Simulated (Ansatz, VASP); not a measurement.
## Ge in VASP and in Ansatz

```
Ge
1.0
     0.00000    2.81091    2.81091
     2.81091    0.00000    2.81091
     2.81091    2.81091    0.00000
Ge
2
Direct
  0.50000 0.50000 0.50000
  0.75000 0.75000 0.75000
```

Alike in both runs: task single point; functional LDA; k mesh 14 × 14 × 14; occupations gaussian, width 0.15 eV; no spin polarisation.

|  | VASP | Ansatz |
| --- | --- | --- |
| version | VASP 6.6.1 | Ansatz 0.2.0 |
| potentials or method | VASP PAW LDA potentials, release 64 (Ge_d), cutoff 520 eV | scalar-relativistic, plane waves, PAW |
| valence electrons in the cell | 28 | 28 |

```csv
,VASP,Ansatz,Ansatz less VASP
gap on the k mesh at the Fermi level (eV),none,none,-
pressure (GPa),0.3,0.0,-0.23
```

LDA's correlation is that of Perdew and Zunger in VASP and of Perdew and Wang (1992) in Ansatz. A gap of «none» marks a metal or a gap that the smearing closes.
